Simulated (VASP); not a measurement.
Set up this calculation in VASP 6.6.1, as the native input.

| Quantity | Value |
| --- | --- |
| Task | single point |
| Functional | PBE0 |
| Potentials or basis | VASP PAW PBE potentials, release 64 (Bi_d, Te) |
| Cutoff | 520 eV |
| k mesh | 4 × 4 × 4 |
| Occupations | fermi-dirac, width 0.05 eV |
| Spin | no spin polarisation |
| Dipole correction | no |
| Grid for exact exchange (PRECFOCK) | Normal |
| Further INCAR settings | ALGO = Normal; EDIFF = 1e-06; NBANDS = 18 |
| Share of exact exchange | 0.25 |

Crystal: BiTe.

```xyz
2
Lattice="2.4227 1.3988 3.3173 -2.4227 1.3988 3.3173 0.0000 -2.7975 3.3173" Properties=species:S:1:pos:R:3 pbc="T T T"
Bi    0.0000    0.0000    4.9759
Te    0.0000    0.0000    0.0000
```

The input as run:

POSCAR

```
BiTe
1.0
    2.4227077728      1.3987509848      3.3172919545
   -2.4227077728      1.3987509848      3.3172919545
    0.0000000000     -2.7975019696      3.3172919545
Bi Te
1 1
Direct
    0.5000000000      0.5000000000      0.5000000000
    0.0000000000      0.0000000000      0.0000000000
```

INCAR.step1

```
SYSTEM = BiTe
ALGO = Normal
EDIFF = 1E-5
ENCUT = 520
GGA = PE
ISIF = 2
ISMEAR = -1
LASPH = .TRUE.
LREAL = .FALSE.
LWAVE = .TRUE.
NBANDS = 18
NELM = 60
PREC = Accurate
SIGMA = 0.05
```

INCAR.step2

```
SYSTEM = BiTe
AEXX = 0.25
ALGO = Normal
EDIFF = 1E-6
ENCUT = 520
GGA = PE
ISIF = 2
ISMEAR = -1
ISTART = 1
LASPH = .TRUE.
LCHARG = .TRUE.
LELF = .TRUE.
LHFCALC = .TRUE.
LREAL = .FALSE.
LVHAR = .TRUE.
LWAVE = .FALSE.
NBANDS = 18
NELM = 60
PREC = Accurate
PRECFOCK = Normal
SIGMA = 0.05
```

KPOINTS

```
k-points
0
G
  4 4 4
  0 0 0
```

Potentials or basis: VASP PAW PBE potentials, release 64 (Bi_d, Te).

Command:

```sh
$ cat potpaw_PBE.64/Bi_d/POTCAR potpaw_PBE.64/Te/POTCAR > POTCAR
$ cp INCAR.step1 INCAR
$ mpirun -np 1 vasp_std > vasp.out
$ cp INCAR.step2 INCAR
$ mpirun -np 1 vasp_std > vasp.out
```

It gave:

```yaml
Pressure: -2.2 GPa
Band_gap_on_the_k_mesh: zero (an odd number of electrons rules out a gap without spin polarisation)
```

Caveat: the k points lie up to 0.41 Å⁻¹ apart, too coarse for converged energies and pressures of a metal; the PAW data sets were made with another functional, which shifts forces and pressure a little; spin-orbit coupling is left out, which moves the levels of the heavy elements.

Run time: 47 min on 1 thread of AMD EPYC 7R13 Processor (Zen 3), with other jobs on the host, peak memory 0.18 GiB.
